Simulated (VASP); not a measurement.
# Lu (P6_3/mmc) in VASP: notebook

Lu is run at these levels: PBE; tasks: single point.

Program: VASP 6.6.1. These are calculated values, not measurements. Logs are shortened: lines on timing, memory, paths and dates and some standing lists are left out, and cuts for length are marked.

## 1. The cell of the first run

It takes space group P6_3/mmc (No. 194, hexagonal). Conventional cell: a = 3.507 Å, b = 3.507 Å, c = 5.477 Å, α = 90.00°, β = 90.00°, γ = 120.00°. Lu (site symmetry -6m2) has 12 Lu at 3.41 to 3.51 Å within 4.5 Å.

## 2. Single point, PBE

The input, INCAR:

```
PREC     = Accurate       # precision mode
ENCUT    = 520            # plane-wave cutoff, eV
EDIFF    = 1E-6           # SCF threshold, eV
ISMEAR   = 0              # smearing method
SIGMA    = 0.6            # smearing width, eV
LREAL    = False          # projectors in reciprocal space
LASPH    = True           # aspherical terms in the spheres
NELM     = 100            # most SCF steps
ALGO     = Normal         # electronic algorithm
ISIF     = 2              # what is computed and relaxed
LWAVE    = False          # write WAVECAR
LCHARG   = False          # write CHGCAR
GGA      = PE             # functional
NBANDS   = 32             # bands
```

The input, KPOINTS:

```
regular mesh
0
Gamma
  10 10 6
```

The input, POSCAR:

```
Lu
1.0
    3.5070808964      0.0000000000      0.0000000000
   -1.7535404482      3.0372211494      0.0000000000
    0.0000000000      0.0000000000      5.4772888711
Lu
2
Direct
    0.3333333333      0.6666666667      0.2500000000
    0.6666666667      0.3333333333      0.7500000000
```

Potentials or basis: VASP PAW PBE potentials, release 64 (Lu).

The run is started by

```bash
cat potpaw_PBE.64/Lu/POTCAR > POTCAR
mpirun -np 1 vasp_std > vasp.out
```

OUTCAR:

```text
PREC = Accurate
   ENCUT = 520
   EDIFF = 1E-6
   ISMEAR = 0
   LREAL = False
   LASPH = True
   NELM = 100
   ISIF = 2
   GGA = PE

 ion  position               nearest neighbor table
   1  0.333  0.667  0.250-   2 3.41   2 3.41   2 3.41   2 3.41   2 3.41   2 3.41
   2  0.667  0.333  0.750-   1 3.41   1 3.41   1 3.41   1 3.41   1 3.41   1 3.41

  LATTYP: Found a hexagonal cell.
 ALAT       =     3.5070808964
 C/A-ratio  =     1.5617800196

  Lattice vectors:

 A1 = (   3.5070808964,   0.0000000000,   0.0000000000)
 A2 = (  -1.7535404482,   3.0372211494,   0.0000000000)
 A3 = (   0.0000000000,   0.0000000000,   5.4772888711)

Analysis of symmetry for initial positions (statically):
=====================================================================
 Subroutine PRICEL returns:
 Original cell was already a primitive cell.

 Routine SETGRP: Setting up the symmetry group for a
 hexagonal supercell.

 Subroutine GETGRP returns: Found 24 space group operations
 (whereof 12 operations were pure point group operations)
 out of a pool of 24 trial point group operations.

The static configuration has the point symmetry D_3d.
 The point group associated with its full space group is D_6h.

Analysis of symmetry for dynamics (positions and initial velocities):
=====================================================================
 Subroutine PRICEL returns:
 Original cell was already a primitive cell.

 Routine SETGRP: Setting up the symmetry group for a
 hexagonal supercell.

 Subroutine GETGRP returns: Found 24 space group operations
 (whereof 12 operations were pure point group operations)
 out of a pool of 24 trial point group operations.

The dynamic configuration has the point symmetry D_3d.
 The point group associated with its full space group is D_6h.

 Subroutine INISYM returns: Found 24 space group operations
 (whereof 12 operations are pure point group operations),
 and found     1 'primitive' translations

----------------------------------------------------------------------------------------

                                     Primitive cell

  volume of cell :      58.3429

  direct lattice vectors                    reciprocal lattice vectors
     3.507080896  0.000000000  0.000000000     0.285137420  0.164624166  0.000000000
    -1.753540448  3.037221149  0.000000000     0.000000000  0.329248333  0.000000000
     0.000000000  0.000000000  5.477288871     0.000000000  0.000000000  0.182572076

  length of vectors
     3.507080896  3.507080896  5.477288871     0.329248333  0.329248333  0.182572076

  position of ions in fractional coordinates (direct lattice)
     0.333333333  0.666666667  0.250000000
     0.666666667  0.333333333  0.750000000

  ion indices of the primitive-cell ions
   primitive index   ion index
                 1           1
                 2           2

----------------------------------------------------------------------------------------

 KPOINTS: regular mesh

Automatic generation of k-mesh.
 Grid dimensions read from file:
 generate k-points for:   10   10    6

 Generating k-lattice:

  Cartesian coordinates                     Fractional coordinates (reciprocal lattice)
     0.028513742  0.016462417  0.000000000     0.100000000 -0.000000000  0.000000000
     0.000000000  0.032924833  0.000000000     0.000000000  0.100000000  0.000000000
     0.000000000  0.000000000  0.030428679     0.000000000  0.000000000  0.166666667

  Length of vectors
     0.032924833  0.032924833  0.030428679

  Shift w.r.t. Gamma in fractional coordinates (k-lattice)
     0.000000000  0.000000000  0.000000000

 Subroutine IBZKPT returns following result:
 ===========================================

 Found     56 irreducible k-points:

 Following reciprocal coordinates:
            Coordinates               Weight
  0.000000  0.000000  0.000000      1.000000
  0.100000 -0.000000  0.000000      6.000000
  0.200000 -0.000000  0.000000      6.000000
  0.300000  0.000000  0.000000      6.000000
  0.400000  0.000000  0.000000      6.000000
  0.500000  0.000000  0.000000      3.000000
[... 16 lines left out ...]
  0.300000  0.100000  0.166667     24.000000
  0.400000  0.100000  0.166667     24.000000
 [... further k-points ...]
   k-points           NKPTS =     56   k-points in BZ     NKDIM =     56   number of bands    NBANDS=     32
   number of dos      NEDOS =    301   number of ions     NIONS =      2
   total plane-waves  NPLWV =  32928
   dimension x,y,z NGX =    28 NGY =   28 NGZ =   42
   dimension x,y,z NGXF=    56 NGYF=   56 NGZF=   84
   ions per type =               2
   NGX,Y,Z   is equivalent  to a cutoff of  13.27, 13.27, 12.75 a.u.
   NGXF,Y,Z  is equivalent  to a cutoff of  26.55, 26.55, 25.50 a.u.
 SYSTEM =  unknown system
   PREC   = accura    normal or accurate (medium, high low for compatibility)
   ISTART =      0    job   : 0-new  1-cont  2-samecut
   ICHARG =      2    charge: 1-file 2-atom 10-const
   ISPIN  =      1    spin polarized calculation?
   LNONCOLLINEAR =      F non collinear calculations
   LSORBIT =      F    spin-orbit coupling
   LASPH  =      T    aspherical Exc in radial PAW
   ENCUT  =  520.0 eV  38.22 Ry    6.18 a.u.   6.52  6.52 10.18*2*pi/ulx,y,z
   NELM   =    100;   NELMIN=  2; NELMDL= -5     # of ELM steps
   EDIFF  = 0.1E-05   stopping-criterion for ELM
   LREAL  =      F    real-space projection
   EDIFFG = 0.1E-04   stopping-criterion for IOM
   NSW    =      0    number of steps for IOM
   IBRION =     -1    ionic relax: 0-MD 1-quasi-New 2-CG
   NFREE  =      0    steps in history (QN), initial steepest desc. (CG)
   ISIF   =      2    stress and relaxation
   ISYM   =      2    0-nonsym 1-usesym 2-fastsym
   POTIM  = 0.5000    time-step for ionic-motion
   TEBEG  =    0.0;   TEEND  =   0.0 temperature during run
   PSTRESS=    0.0 pullay stress
   NELECT =      50.0000    total number of electrons
   NUPDOWN=      -1.0000    fix difference up-down
   EMIN   =  10.00;   EMAX   =-10.00  energy-range for DOS
   EFERMI =   0.00;   METHOD = LEGACY
   ISMEAR =     0;   SIGMA  =   0.60  broadening in eV -4-tet -1-fermi 0-gaus
   EFERMI_NEDOS =   21; number of points for ismear=-14 and -15
   IALGO  =     38    algorithm
   IMIX   =      4    mixing-type and parameters
     AMIX     =   0.40;   BMIX     =  1.00
     AMIX_MAG =   1.60;   BMIX_MAG =  1.00
  volume/ion in A,a.u.               =      29.17       196.86
  Fermi-wavevector in a.u.,A,eV,Ry     =   1.555018  2.938559 32.900009  2.418082
  Thomas-Fermi vector in A             =   2.659020
   LORBIT       =      0    0 simple, 1 ext, 2 COOP (PROOUT), +10 PAW based schemes
   GGA     = PE    functional components
   LHFCALC =     F    Hartree Fock is set to
   AEXX    =    0.0000 exact exchange contribution
   IVDW    =     0    specifies the selected vdW correction
   LEPSILON=     F    determine dielectric tensor
   LRPA    =     F    only Hartree local field effects (RPA)
 non-spin polarized calculation
 Gauss-broadening in eV      SIGMA  =   0.60
  energy-cutoff  :      520.00
  volume of cell :       58.34
 maximum number of plane-waves:      1616
 NGX is ok and might be reduce to    28
   NGX = 13   NGY = 13   NGZ = 21

 number of electron      49.9999992 magnetization

 Free energy of the ion-electron system (eV)
  ---------------------------------------------------
  ext. energy  EPLUGINS =         0.00000000
  ---------------------------------------------------
  free energy    TOTEN  =        -9.31824981 eV

  energy without entropy =       -8.82337036  energy(sigma->0) =       -9.07081008

 E-fermi :   2.2235     XC(G=0): -10.6550

 val. band max:        2.1703152411   @ k =   0.2000   0.2000   0.3333
 cond. band min:       2.2329208725   @ k =   0.2000  -0.0000   0.1667
 fundamental gap:      0.0626056314
 Fermi energy:         2.2235024326

 k-point     1 :       0.0000    0.0000    0.0000
  band No.  band energies     occupation
      1     -53.9705      2.00000
      2     -53.9349      2.00000
      3     -24.9237      2.00000
      4     -24.4860      2.00000
      5     -24.4860      2.00000
      6     -24.4014      2.00000
[... 24 lines left out ...]
     31       5.6555      0.00000
     32       5.6555      0.00000

 k-point     2 :       0.1000   -0.0000    0.0000
  band No.  band energies     occupation
      1     -53.9682      2.00000
      2     -53.9342      2.00000
      3     -24.9079      2.00000
      4     -24.5170      2.00000
      5     -24.4968      2.00000
      6     -24.4343      2.00000
[... 24 lines left out ...]
     31       5.3681      0.00000
     32       5.4200      0.00000

 k-point     3 :       0.2000   -0.0000    0.0000
  band No.  band energies     occupation
      1     -53.9621      2.00000
      2     -53.9325      2.00000
      3     -24.8636      2.00000
      4     -24.5985      2.00000
      5     -24.5239      2.00000
      6     -24.5178      2.00000
[... 24 lines left out ...]
     31       5.8131      0.00000
     32       5.9953      0.00000

 k-point     4 :       0.3000    0.0000    0.0000
  band No.  band energies     occupation
      1     -53.9539      2.00000
      2     -53.9309      2.00000
      3     -24.7998      2.00000
      4     -24.6998      2.00000
      5     -24.6163      2.00000
      6     -24.5558      2.00000
[... 24 lines left out ...]
     31       6.5928      0.00000
     32       6.9367      0.00000

 k-point     5 :       0.4000    0.0000    0.0000
  band No.  band energies     occupation
      1     -53.9463      2.00000
      2     -53.9306      2.00000
      3     -24.7820      2.00000
      4     -24.7331      2.00000
      5     -24.6928      2.00000
      6     -24.5807      2.00000
[... 584 lines left out ...]
     31       5.7150      0.00000
     32       6.1380      0.00000

 k-point    22 :       0.2000    0.1000    0.1667
  band No.  band energies     occupation
      1     -53.9551      2.00000
      2     -53.9331      2.00000
      3     -24.8171      2.00000
      4     -24.6350      2.00000
      5     -24.6092      2.00000
      6     -24.5358      2.00000
[... 24 lines left out ...]
     31       6.2457      0.00000
     32       6.7995      0.00000

 k-point    23 :       0.3000    0.1000    0.1667
  band No.  band energies     occupation
      1     -53.9476      2.00000
      2     -53.9318      2.00000
      3     -24.8023      2.00000
      4     -24.7093      2.00000
      5     -24.6552      2.00000
      6     -24.5733      2.00000
[... 24 lines left out ...]
     31       7.3127      0.00000
     32       7.5960      0.00000

 k-point    24 :       0.4000    0.1000    0.1667
  band No.  band energies     occupation
      1     -53.9421      2.00000
      2     -53.9319      2.00000
      3     -24.8278      2.00000
      4     -24.7431      2.00000
      5     -24.6546      2.00000
      6     -24.5879      2.00000
[... 24 lines left out ...]
     31       7.9918      0.00000
     32       8.2559      0.00000

 [... further k-points ...]
[... 5 lines left out ...]
  --------------------------------------------------------------------------------------
  -------------------------------------------------------------------------------------
  Total        0.2168378      0.2168378      0.5106313      0.0000000      0.0000000      0.0000000
  in kB        5.9546716      5.9546716     14.0226524      0.0000000      0.0000000      0.0000000
  external PRESSURE =       8.6439985 kB  Pullay stress =       0.0000000 kB

 VOLUME and BASIS-vectors are now :
 -----------------------------------------------------------------------------
  energy-cutoff  :      520.00
  volume of cell :       58.34
      direct lattice vectors                 reciprocal lattice vectors
     3.507080896  0.000000000  0.000000000     0.285137420  0.164624166  0.000000000
    -1.753540448  3.037221149  0.000000000     0.000000000  0.329248333  0.000000000
     0.000000000  0.000000000  5.477288871     0.000000000  0.000000000  0.182572076

 POSITION                                       TOTAL-FORCE (eV/Angst)
 -----------------------------------------------------------------------------------
     -0.00000      2.02481      1.36932         0.000000      0.000000      0.000000
      1.75354      1.01241      4.10797        -0.000000     -0.000000      0.000000
 -----------------------------------------------------------------------------------
    total drift:                               -0.000000      0.000000     -0.000000

  FREE ENERGIE OF THE ION-ELECTRON SYSTEM (eV)
  ---------------------------------------------------
  free  energy   TOTEN  =        -9.3182498076 eV

  energy  without entropy=       -8.8233703592  energy(sigma->0) =       -9.07081008
```

It took 93 s on 1 thread of Oxide Virtual Turin-like, shared host; peak memory 0.2 GiB.

Results:

```
Free energy            : -9.3182 eV
Pressure               : 0.9 GPa
Band gap on the k mesh : zero (band 25 reaches 3.43 eV, above the bottom of band 26 at 1.60 eV)
```

Stress tensor (GPa, compression positive):
```
0.60 0.00 0.00
0.00 0.60 0.00
0.00 0.00 1.40
```

Levels at points of the mesh, in eV from the Fermi level:
```tsv
k point	band 23	band 24	band 25	band 26	band 27	band 28
(0.00, 0.00, 0.00)	-4.85	-2.39	0.65	2.19	2.19	2.61
(0.50, 0.00, 0.00)	-2.35	-1.39	-0.84	-0.37	1.59	1.85
(0.00, 0.00, 0.50)	-4.36	-4.36	1.21	1.21	2.09	2.09
(0.50, 0.00, 0.50)	-2.10	-2.10	0.10	0.10	1.36	1.36
```

Caveat: spin-orbit coupling is left out, which moves the levels of the heavy elements.

(Continued in part 2 of 2.)
